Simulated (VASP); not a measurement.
TiSi2:

```
CELL_PARAMETERS angstrom
1.76510 -6.75928 0.00000
1.76510 6.75928 0.00000
0.00000 0.00000 3.56517
ATOMIC_POSITIONS crystal
Ti 0.89688 0.10312 0.75000
Ti 0.10312 0.89688 0.25000
Si 0.55825 0.44175 0.75000
Si 0.44175 0.55825 0.25000
Si 0.24968 0.75031 0.75000
Si 0.75031 0.24968 0.25000
```

Base run:

| Property | Result |
| --- | --- |
| Program | VASP 6.6.1 |
| Functional | r2SCAN |
| Potentials or basis | VASP PAW PBE potentials, release 64 (Ti_sv, Si) |
| Cutoff | 520 eV |
| k mesh | 7 × 7 × 6 |
| Occupations | fermi-dirac, width 0.1 eV |
| Spin | no spin polarisation |

Its results: band gap on the k mesh zero (bands 20 and 21 overlap by 0.90 eV); pressure 0.2 GPa; largest force 0.023 eV/Å.

Q: The run is repeated on the same cell with these changes: functional from r2SCAN to PBE. What comes out?

A: Band gap on the k mesh zero (bands 20 and 21 overlap by 0.87 eV); pressure 1.9 GPa; largest force 0.181 eV/Å.

Caveats: the PAW data sets were made with another functional, which shifts forces and pressure a little (at least some runs).
